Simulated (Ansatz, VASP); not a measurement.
**CdS: VASP beside Ansatz**

File INCAR:

```
SYSTEM = CdS
ALGO = Normal
EDIFF = 1E-7
ENCUT = 520
GGA = PS
ISIF = 2
ISMEAR = 0
LASPH = .TRUE.
LCHARG = .FALSE.
LREAL = .FALSE.
LWAVE = .FALSE.
NBANDS = 26
NELM = 60
PREC = Accurate
SIGMA = 0.01
```

Contents of KPOINTS:

```
k-points
0
G
  6 6 4
  0 0 0
```

The input POSCAR:

```
CdS
1.0
    4.1646212372      0.0000000000      0.0000000000
   -2.0823106186      3.6066677886      0.0000000000
    0.0000000000      0.0000000000      6.7659754123
Cd S
2 2
Direct
    0.3333333333      0.6666666667     -0.0009650885
    0.6666666667      0.3333333333      0.4990349115
    0.3333333333      0.6666666667      0.3759650885
    0.6666666667      0.3333333333      0.8759650885
```

Input for Ansatz:

```yaml
crystal:
  lattice:
    - [4.1646212372, 0.0, 0.0]
    - [-2.0823106186, 3.6066677886, 0.0]
    - [0.0, 0.0, 6.7659754123]
  atoms:
    - { symbol: Cd, position: [0.3333333333, 0.6666666667, -0.0009650885] }
    - { symbol: Cd, position: [0.6666666667, 0.3333333333, 0.4990349115] }
    - { symbol: S, position: [0.3333333333, 0.6666666667, 0.3759650885] }
    - { symbol: S, position: [0.6666666667, 0.3333333333, 0.8759650885] }
kpoints:
  mp_grid: { grid: [6, 6, 4] }
hamiltonian:
  xc: pbesol
scf:
  occupations: { method: fixed }
  n_extra_bands: 5
output:
  forces: true
  stress: true
  eigenvalues: true
```

Alike in both runs: task single point; functional PBEsol; k mesh 6 × 6 × 4; no spin polarisation.

```csv
,VASP,Ansatz
version,VASP 6.6.1,Ansatz 0.2.0
potentials or method,"VASP PAW PBE potentials, release 64 (Cd, S)","plane waves, PAW"
plane-wave cutoff (eV),520,420
occupations,"gaussian, width 0.01 eV",fixed
valence electrons in the cell,36,52
```

Ansatz gave:

```
gap on the k mesh at the Fermi level (eV) : 1.03
pressure (GPa)                            : -1.6
```

Question: Which values does VASP return?

Answer: gap on the k mesh at the Fermi level (eV): 1.04; pressure (GPa): -1.2.

VASP's potentials were made for PBE, not for PBEsol. VASP's potentials hold 36 valence electrons a cell and Ansatz's 52, so a difference there can come from the potentials and not from the codes.
